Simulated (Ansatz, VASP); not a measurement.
## GaN in VASP and in Ansatz

```
Ga N
1.0
     0.00000    2.25350    2.25350
     2.25350    0.00000    2.25350
     2.25350    2.25350    0.00000
Ga N
1 1
Direct
  0.00000 0.00000 0.00000
  0.75000 0.75000 0.75000
```

Alike in both runs: task single point; functional r2SCAN; k mesh 4 × 4 × 4; no spin polarisation.

|  | VASP | Ansatz |
| --- | --- | --- |
| version | VASP 6.6.1 | Ansatz 0.2.0 |
| potentials or method | VASP PAW PBE potentials, release 64 (Ga_d, N), cutoff 660 eV | plane waves, PAW |
| occupations | gaussian, width 0.01 eV | fixed |
| valence electrons in the cell | 18 | 18 |

Ansatz gave:

```
gap on the k mesh at the Fermi level (eV) : 2.11
```

Task: What did VASP give for the same quantities?

Result: gap on the k mesh at the Fermi level (eV): 2.10.

VASP's potentials were made for PBE, not for r2SCAN.

The k mesh is coarse, so the values compare programs but aren't converged.
